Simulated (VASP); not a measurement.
# AgCl (I4/mmm) in VASP: notebook

Runs on AgCl. Level: PBE. Tasks: single point.

All numbers are computed with VASP 6.6.1; they aren't measurements. Logs are shortened: lines on timing, memory, paths and dates and some standing lists are left out, and cuts for length are marked.

## (1) The cell of the first run

Symmetry: I4/mmm, No. 139, tetragonal system. The conventional cell has a = 4.402 Å, b = 4.402 Å, c = 4.402 Å, α = 90.00°, β = 90.00°, γ = 90.00°. Ag (site symmetry 4/mmm) has 2 Cl at 2.20 Å within 2.9 Å. Within 2.9 Å of Cl (site symmetry 4/mmm) lie 2 Ag at 2.20 Å.

## (2) Single point, PBE

The input, INCAR:

```
  PREC = Accurate
  ENCUT = 520
  EDIFF = 1E-6
  ISMEAR = 0
  SIGMA = 0.05
  LREAL = F
  LASPH = T
  NELM = 100
  ALGO = Normal
  ISIF = 2
  LWAVE = F
  LCHARG = F
  GGA = PE
  NBANDS = 16
```

The input, KPOINTS:

```
Automatic mesh
0
Gamma
  10 10 10
```

The input, POSCAR:

```
AgCl
1.0
    0.0000000000      3.1129123322      2.2008290189
    3.1129123322      0.0000000000      2.2008290189
    3.1129123322      3.1129123322      0.0000000000
Ag Cl
1 1
Direct
    0.5000000000      0.5000000000      0.5000000000
    0.0000000000      0.0000000000      0.0000000000
```

Potentials or basis: VASP PAW PBE potentials, release 64 (Ag, Cl).

On the command line:

```sh
cat potpaw_PBE.64/Ag/POTCAR potpaw_PBE.64/Cl/POTCAR > POTCAR
mpirun -np 1 vasp_std > vasp.out
```

OUTCAR:

```text
PREC = Accurate
   ENCUT = 520
   EDIFF = 1E-6
   ISMEAR = 0
   LREAL = F
   LASPH = T
   NELM = 100
   ISIF = 2
   GGA = PE

 ion  position               nearest neighbor table
   1  0.500  0.500  0.500-   2 2.20   2 2.20   2 3.11   2 3.11   2 3.11   2 3.11
   2  0.000  0.000  0.000-   1 2.20   1 2.20   1 3.11   1 3.11   1 3.11   1 3.11

  LATTYP: Found a body centered tetragonal cell.
 ALAT       =     4.4023228387
 C/A-ratio  =     0.9998489886

  Lattice vectors:

 A1 = (   0.0000000000,  -3.1129123322,  -2.2008290189)
 A2 = (   0.0000000000,   3.1129123322,  -2.2008290189)
 A3 = (   3.1129123322,   0.0000000000,   2.2008290189)

Analysis of symmetry for initial positions (statically):
=====================================================================
 Subroutine PRICEL returns:
 Original cell was already a primitive cell.

 Routine SETGRP: Setting up the symmetry group for a
 body centered tetragonal supercell.

 Subroutine GETGRP returns: Found 16 space group operations
 (whereof 16 operations were pure point group operations)
 out of a pool of 16 trial point group operations.

The static configuration has the point symmetry D_4h.

Analysis of symmetry for dynamics (positions and initial velocities):
=====================================================================
 Subroutine PRICEL returns:
 Original cell was already a primitive cell.

 Routine SETGRP: Setting up the symmetry group for a
 body centered tetragonal supercell.

 Subroutine GETGRP returns: Found 16 space group operations
 (whereof 16 operations were pure point group operations)
 out of a pool of 16 trial point group operations.

The dynamic configuration has the point symmetry D_4h.

 Subroutine INISYM returns: Found 16 space group operations
 (whereof 16 operations are pure point group operations),
 and found     1 'primitive' translations

----------------------------------------------------------------------------------------

                                     Primitive cell

  volume of cell :      42.6530

  direct lattice vectors                    reciprocal lattice vectors
     0.000000000  3.112912332  2.200829019    -0.160621292  0.160621292  0.227187117
     3.112912332  0.000000000  2.200829019     0.160621292 -0.160621292  0.227187117
     3.112912332  3.112912332  0.000000000     0.160621292  0.160621292 -0.227187117

  length of vectors
[... 81 lines left out ...]
   NELM   =    100;   NELMIN=  2; NELMDL= -5     # of ELM steps
   EDIFF  = 0.1E-05   stopping-criterion for ELM
   LREAL  =      F    real-space projection
   EDIFFG = 0.1E-04   stopping-criterion for IOM
   NSW    =      0    number of steps for IOM
   IBRION =     -1    ionic relax: 0-MD 1-quasi-New 2-CG
   NFREE  =      0    steps in history (QN), initial steepest desc. (CG)
   ISIF   =      2    stress and relaxation
   ISYM   =      2    0-nonsym 1-usesym 2-fastsym
   POTIM  = 0.5000    time-step for ionic-motion
   TEBEG  =    0.0;   TEEND  =   0.0 temperature during run
   PSTRESS=    0.0 pullay stress
   NELECT =      18.0000    total number of electrons
   NUPDOWN=      -1.0000    fix difference up-down
   EMIN   =  10.00;   EMAX   =-10.00  energy-range for DOS
   EFERMI =   0.00;   METHOD = LEGACY
   ISMEAR =     0;   SIGMA  =   0.05  broadening in eV -4-tet -1-fermi 0-gaus
   EFERMI_NEDOS =   21; number of points for ismear=-14 and -15
   IALGO  =     38    algorithm
   IMIX   =      4    mixing-type and parameters
     AMIX     =   0.40;   BMIX     =  1.00
     AMIX_MAG =   1.60;   BMIX_MAG =  1.00
  volume/ion in A,a.u.               =      21.33       143.92
  Fermi-wavevector in a.u.,A,eV,Ry     =   1.227955  2.320498 20.515850  1.507872
  Thomas-Fermi vector in A             =   2.362898
   LORBIT       =      0    0 simple, 1 ext, 2 COOP (PROOUT), +10 PAW based schemes
   GGA     = PE    functional components
   LHFCALC =     F    Hartree Fock is set to
   AEXX    =    0.0000 exact exchange contribution
   IVDW    =     0    specifies the selected vdW correction
   LEPSILON=     F    determine dielectric tensor
   LRPA    =     F    only Hartree local field effects (RPA)
 non-spin polarized calculation
 Gauss-broadening in eV      SIGMA  =   0.05
  energy-cutoff  :      520.00
  volume of cell :       42.65
 maximum number of plane-waves:      1158
   NGX = 15   NGY = 15   NGZ = 17

 number of electron      18.0000003 magnetization

 Free energy of the ion-electron system (eV)
  ---------------------------------------------------
  ext. energy  EPLUGINS =         0.00000000
  ---------------------------------------------------
  free energy    TOTEN  =        -4.74533798 eV

  energy without entropy =       -4.74533798  energy(sigma->0) =       -4.74533798

 E-fermi :   4.6235     XC(G=0):  -9.8021

 val. band max:        4.3358926789   @ k =   0.5000   0.0000   0.0000
 cond. band min:       5.7986928443   @ k =   0.0000   0.0000   0.0000
 fundamental gap:      1.4628001655
 Fermi energy:         4.6234616295

 k-point     1 :       0.0000    0.0000    0.0000
  band No.  band energies     occupation
      1     -12.0438      2.00000
      2       0.2521      2.00000
      3       0.5432      2.00000
      4       0.5432      2.00000
      5       0.5612      2.00000
      6       0.9941      2.00000
[... 433 lines left out ...]
      3      -0.6227      2.00000
      4      -0.5836      2.00000
      5       1.0008      2.00000
      6       1.4094      2.00000
[... 8 lines left out ...]
     15      17.3910      0.00000
     16      20.1839      0.00000

 [... further k-points ...]

------------------------ aborting loop because EDIFF is reached ----------------------------------------

  FORCE on cell =-STRESS in cart. coord.  units (eV):
  Direction    XX          YY          ZZ          XY          YZ          ZX
  --------------------------------------------------------------------------------------
  -------------------------------------------------------------------------------------
  Total        1.1239375      1.1239375     10.5777152      0.0000000      0.0000000     -0.0000000
  in kB       42.2184855     42.2184855    397.3309283      0.0000000      0.0000000     -0.0000000
  external PRESSURE =     160.5892998 kB  Pullay stress =       0.0000000 kB

 VOLUME and BASIS-vectors are now :
 -----------------------------------------------------------------------------
  energy-cutoff  :      520.00
  volume of cell :       42.65
      direct lattice vectors                 reciprocal lattice vectors
     0.000000000  3.112912332  2.200829019    -0.160621292  0.160621292  0.227187117
     3.112912332  0.000000000  2.200829019     0.160621292 -0.160621292  0.227187117
     3.112912332  3.112912332  0.000000000     0.160621292  0.160621292 -0.227187117

 POSITION                                       TOTAL-FORCE (eV/Angst)
 -----------------------------------------------------------------------------------
      3.11291      3.11291      2.20083        -0.000000     -0.000000      0.000000
      0.00000      0.00000      0.00000         0.000000      0.000000     -0.000000
 -----------------------------------------------------------------------------------
    total drift:                                0.000000      0.000000      0.000000

  FREE ENERGIE OF THE ION-ELECTRON SYSTEM (eV)
  ---------------------------------------------------
  free  energy   TOTEN  =        -4.7453379771 eV

  energy  without entropy=       -4.7453379771  energy(sigma->0) =       -4.74533798
```

stdout:

```text
POSCAR found type information on POSCAR AgCl
 POSCAR found :  2 types and       2 ions
 scaLAPACK will be used
 LDA part: xc-table for (Slater+PW92), standard interpolation
 POSCAR, INCAR and KPOINTS ok, starting setup
 FFT: planning ... GRIDC
 FFT: planning ... GRID_SOFT
 FFT: planning ... GRID
 WAVECAR not read
 entering main loop
```

Wall time 25 s (1 thread of Intel Xeon 6975P-C (Granite Rapids), shared host); peak memory 0.21 GiB.

Results:

* Free energy: -4.7453 eV
* Pressure: 16.1 GPa
* Band gap on the k mesh: 1.46 eV (least direct gap 3.55 eV)

Caveat: the stress differs along the axes, from 4 to 40 GPa.

## (3) Single point, PBE

This run uses another cell than the first one, of the same volume but with other edges.

The input, INCAR:

```
ALGO = Normal
EDIFF = 1E-6
ENCUT = 520
GGA = PE
ISIF = 2
ISMEAR = 0
LASPH = T
LCHARG = F
LREAL = F
LWAVE = F
NBANDS = 16
NELM = 80
PREC = Accurate
SIGMA = 0.05
```

The input, KPOINTS:

```
k-points
0
Gamma
  10 10 10
```

The input, POSCAR:

```
AgCl
1.0
    0.0000000000      2.4707201554      3.4935982998
    2.4707201554      0.0000000000      3.4935982998
    2.4707201554      2.4707201554      0.0000000000
Ag Cl
1 1
Direct
    0.5000000000      0.5000000000      0.5000000000
    0.0000000000      0.0000000000      0.0000000000
```

Potentials or basis: VASP PAW PBE potentials, release 64 (Ag, Cl).

On the command line:

```sh
cat potpaw_PBE.64/Ag/POTCAR potpaw_PBE.64/Cl/POTCAR > POTCAR
mpirun -np 1 vasp_std > vasp.out
```

OUTCAR:

```text
EDIFF = 1E-6
   ENCUT = 520
   GGA = PE
   ISIF = 2
   ISMEAR = 0
   LASPH = T
   LREAL = F
   NELM = 80
   PREC = Accurate

 ion  position               nearest neighbor table
   1  0.500  0.500  0.500-   2 2.47   2 2.47   2 2.47   2 2.47
   2  0.000  0.000  0.000-   1 2.47   1 2.47   1 2.47   1 2.47

  LATTYP: Found a body centered tetragonal cell.
 ALAT       =     3.4941259526
 C/A-ratio  =     1.9996979772

  Lattice vectors:

 A1 = (  -2.4707201554,   0.0000000000,   3.4935982998)
 A2 = (   2.4707201554,   0.0000000000,   3.4935982998)
 A3 = (   0.0000000000,   2.4707201554,  -3.4935982998)

Analysis of symmetry for initial positions (statically):
=====================================================================
 Subroutine PRICEL returns:
 Original cell was already a primitive cell.

 Routine SETGRP: Setting up the symmetry group for a
 body centered tetragonal supercell.

 Subroutine GETGRP returns: Found 16 space group operations
 (whereof 16 operations were pure point group operations)
 out of a pool of 16 trial point group operations.

The static configuration has the point symmetry D_4h.

Analysis of symmetry for dynamics (positions and initial velocities):
[... 158 lines left out ...]

 E-fermi :   5.3917     XC(G=0):  -9.7756

 val. band max:        5.2780015176   @ k =   0.5000   0.0000   0.0000
 cond. band min:       5.4719860989   @ k =   0.0000   0.0000   0.0000
 fundamental gap:      0.1939845813
 Fermi energy:         5.3917250903

 k-point     1 :       0.0000    0.0000    0.0000
  band No.  band energies     occupation
      1     -11.8259      2.00000
      2       0.5092      2.00000
      3       1.0754      2.00000
      4       1.0816      2.00000
      5       1.0816      2.00000
      6       1.1613      2.00000
[... 433 lines left out ...]
      3      -0.0016      2.00000
      4       0.1636      2.00000
      5       0.9566      2.00000
      6       1.5502      2.00000
[... 8 lines left out ...]
     15      18.7874      0.00000
     16      19.1190      0.00000

 [... further k-points ...]

------------------------ aborting loop because EDIFF is reached ----------------------------------------

  FORCE on cell =-STRESS in cart. coord.  units (eV):
  Direction    XX          YY          ZZ          XY          YZ          ZX
  --------------------------------------------------------------------------------------
  -------------------------------------------------------------------------------------
  Total        5.0279906      5.0279906      0.0642081      0.0000000      0.0000000     -0.0000000
  in kB      188.8665121    188.8665121      2.4118497      0.0000000      0.0000000     -0.0000000
  external PRESSURE =     126.7149580 kB  Pullay stress =       0.0000000 kB

 VOLUME and BASIS-vectors are now :
 -----------------------------------------------------------------------------
  energy-cutoff  :      520.00
  volume of cell :       42.65
      direct lattice vectors                 reciprocal lattice vectors
     0.000000000  2.470720155  3.493598300    -0.202370147  0.202370147  0.143118916
     2.470720155  0.000000000  3.493598300     0.202370147 -0.202370147  0.143118916
     2.470720155  2.470720155  0.000000000     0.202370147  0.202370147 -0.143118916

 POSITION                                       TOTAL-FORCE (eV/Angst)
 -----------------------------------------------------------------------------------
      2.47072      2.47072      3.49360         0.000000     -0.000000     -0.000000
      0.00000      0.00000      0.00000        -0.000000      0.000000      0.000000
 -----------------------------------------------------------------------------------
    total drift:                               -0.000000     -0.000000     -0.000000

  FREE ENERGIE OF THE ION-ELECTRON SYSTEM (eV)
  ---------------------------------------------------
  free  energy   TOTEN  =        -4.9628896398 eV

  energy  without entropy=       -4.9628846128  energy(sigma->0) =       -4.96288713
```

stdout:

```text
POSCAR found type information on POSCAR AgCl
 POSCAR found :  2 types and       2 ions
 scaLAPACK will be used
 LDA part: xc-table for (Slater+PW92), standard interpolation
 POSCAR, INCAR and KPOINTS ok, starting setup
 FFT: planning ... GRIDC
 FFT: planning ... GRID_SOFT
 FFT: planning ... GRID
 WAVECAR not read
 entering main loop
```

It took 23 s on 1 thread of Intel Xeon 6975P-C (Granite Rapids), shared host; peak memory 0.21 GiB.

Results:

```yaml
Free_energy: -4.9629 eV
Pressure: 12.7 GPa
Band_gap_on_the_k_mesh: 0.19 eV (least direct gap 2.71 eV)
```

Caveat: the stress differs along the axes, from 0 to 19 GPa; semilocal functionals underestimate gaps, and a narrow one can read as zero.

## (4) Single point, PBE

This run uses another cell than the first one, of the same volume but with other edges.

The input, INCAR:

```
PREC = Accurate
ENCUT = 520
EDIFF = 1E-6
ISMEAR = 0
SIGMA = 0.05
LREAL = F
LASPH = T
NELM = 80
ALGO = Normal
ISIF = 2
LWAVE = F
LCHARG = F
GGA = PE
NBANDS = 16
```

The input, KPOINTS:

```
Automatic mesh
0
Gamma
  10 10 10
```

The input, POSCAR:

```
AgCl
1.0
    0.0000000000      2.9275234734      2.4883949524
    2.9275234734      0.0000000000      2.4883949524
    2.9275234734      2.9275234734      0.0000000000
Ag Cl
1 1
Direct
    0.5000000000      0.5000000000      0.5000000000
    0.0000000000      0.0000000000      0.0000000000
```

Potentials or basis: VASP PAW PBE potentials, release 64 (Ag, Cl).

On the command line:

```sh
cat potpaw_PBE.64/Ag/POTCAR potpaw_PBE.64/Cl/POTCAR > POTCAR
mpirun -np 1 vasp_std > vasp.out
```

OUTCAR:

```text
PREC = Accurate
   ENCUT = 520
   EDIFF = 1E-6
   ISMEAR = 0
   LREAL = F
   LASPH = T
   NELM = 80
   ISIF = 2
   GGA = PE

 ion  position               nearest neighbor table
   1  0.500  0.500  0.500-   2 2.49   2 2.49   2 2.93   2 2.93   2 2.93   2 2.93
   2  0.000  0.000  0.000-   1 2.49   1 2.49   1 2.93   1 2.93   1 2.93   1 2.93

  LATTYP: Found a body centered tetragonal cell.
 ALAT       =     4.1401434002
 C/A-ratio  =     1.2020815280

  Lattice vectors:

[... 643 lines left out ...]

------------------------ aborting loop because EDIFF is reached ----------------------------------------

  FORCE on cell =-STRESS in cart. coord.  units (eV):
  Direction    XX          YY          ZZ          XY          YZ          ZX
  --------------------------------------------------------------------------------------
  -------------------------------------------------------------------------------------
  Total        0.5286142      0.5286142      2.1992754      0.0000000      0.0000000     -0.0000000
  in kB       19.8563477     19.8563477     82.6114270      0.0000000      0.0000000     -0.0000000
  external PRESSURE =      40.7747075 kB  Pullay stress =       0.0000000 kB

 VOLUME and BASIS-vectors are now :
 -----------------------------------------------------------------------------
  energy-cutoff  :      520.00
  volume of cell :       42.65
      direct lattice vectors                 reciprocal lattice vectors
     0.000000000  2.927523473  2.488394952    -0.170792824  0.170792824  0.200932734
     2.927523473  0.000000000  2.488394952     0.170792824 -0.170792824  0.200932734
     2.927523473  2.927523473  0.000000000     0.170792824  0.170792824 -0.200932734

 POSITION                                       TOTAL-FORCE (eV/Angst)
 -----------------------------------------------------------------------------------
      2.92752      2.92752      2.48839        -0.000000     -0.000000     -0.000000
      0.00000      0.00000      0.00000         0.000000      0.000000      0.000000
 -----------------------------------------------------------------------------------
    total drift:                                0.000000      0.000000      0.000000

  FREE ENERGIE OF THE ION-ELECTRON SYSTEM (eV)
  ---------------------------------------------------
  free  energy   TOTEN  =        -5.3212125974 eV

  energy  without entropy=       -5.3212125974  energy(sigma->0) =       -5.32121260
```

stdout:

```text
POSCAR found type information on POSCAR AgCl
 POSCAR found :  2 types and       2 ions
 scaLAPACK will be used
 LDA part: xc-table for (Slater+PW92), standard interpolation
 POSCAR, INCAR and KPOINTS ok, starting setup
 FFT: planning ... GRIDC
 FFT: planning ... GRID_SOFT
 FFT: planning ... GRID
 WAVECAR not read
 entering main loop
```

It took 28 s on 1 thread of Intel Xeon 6975P-C (Granite Rapids), shared host; peak memory 0.22 GiB.

What came out:

- Free energy: -5.3212 eV
- Pressure: 4.1 GPa
- Band gap on the k mesh: 0.74 eV (least direct gap 3.31 eV)

Caveat: the stress differs along the axes, from 2 to 8 GPa; semilocal functionals underestimate gaps, and a narrow one can read as zero.

## (5) The runs side by side

```csv
cell,gap on the mesh (eV),pressure (GPa)
"a = 3.812, b = 3.812, c = 4.402 Å, angles 54.7, 54.7, 70.5°, 2 atoms",1.46,16.1
"a = 4.279, b = 4.279, c = 3.494 Å, angles 65.9, 65.9, 48.2°, 2 atoms",0.19,12.7
"a = 3.842, b = 3.842, c = 4.140 Å, angles 57.4, 57.4, 65.2°, 2 atoms",0.74,4.1
```

Alike in all rows: task single point; level PBE; potentials or basis VASP PAW PBE potentials, release 64 (Ag, Cl); no spin polarisation; k mesh 10 × 10 × 10; cutoff (eV) 520; smearing gaussian 0.05 eV.

Caveats: semilocal functionals underestimate gaps, and a narrow one can read as zero (at least some runs); the stress differs along the axes, from 4 to 40 GPa (at least some runs); the stress differs along the axes, from 0 to 19 GPa (at least some runs); the stress differs along the axes, from 2 to 8 GPa (at least some runs).

Total energies depend on the potentials used, so only differences within one code and one set of settings carry meaning.
